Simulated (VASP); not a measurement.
Wanted: the native input for a VASP 6.6.1 run.

```yaml
Task: single point
Functional: PBE
Potentials_or_basis: VASP PAW PBE potentials, release 64 (Ag, Os)
Cutoff: 520 eV
k_mesh: 6 × 6 × 2
Occupations: gaussian, width 0.1 eV
Spin: collinear spin
Starting_moments: "[0.0, 0.0, 0.0, 1.0] μB"
Dipole_correction: no
Further_INCAR_settings: ALGO = Normal; EDIFF = 1e-06; NBANDS = 32
```

The structure of Ag3Os lies in POSCAR:

```
Ag3Os
1.0
    2.7498398142      0.0000000000      0.0000000000
   -1.3749199071      2.3814311354      0.0000000000
    0.0000000000      0.0000000000     10.6772254981
Ag Os
3 1
Direct
    0.6666666667      0.3333333333      0.2598540660
    0.6666666667      0.3333333333      0.7401459340
    0.3333333333      0.6666666667      0.5000000000
    0.6666666667      0.3333333333      0.0000000000
```

The cell was built from a structure type or drawn by symmetry, and may not be a known phase.

These files were run (other wordings do the same):

INCAR

```
SYSTEM = Ag3Os
PREC = Accurate ; ENCUT = 520
EDIFF = 1E-6 ; ISMEAR = 0
SIGMA = 0.1 ; LREAL = .FALSE.
LASPH = .TRUE. ; NELM = 150
ALGO = Normal ; ISIF = 2
LWAVE = .FALSE. ; LCHARG = .FALSE.
ISPIN = 2 ; MAGMOM = 0 0 0 1
LORBIT = 11 ; LMAXMIX = 4
GGA = PE ; NBANDS = 32
```

KPOINTS

```
regular mesh
0
G
  6 6 2
  0 0 0
```

Potentials or basis: VASP PAW PBE potentials, release 64 (Ag, Os).

The run is started by

```bash
$ cat potpaw_PBE.64/Ag/POTCAR potpaw_PBE.64/Os/POTCAR > POTCAR
$ mpirun -np 1 vasp_std > vasp.out
```

Results of the run:

- Pressure: -0.4 GPa
- Largest force: 0.042 eV/Å
- Net moment: 0.00 μB per cell
- Valence electrons inside the program's atomic spheres: Ag 9.91; Os 6.93

Caveat: the k points lie up to 0.44 Å⁻¹ apart.

Run time: 36 s on 1 thread of Intel(R) Xeon(R) 6975P-C (Granite Rapids), on a shared host, peak memory 0.21 GiB.
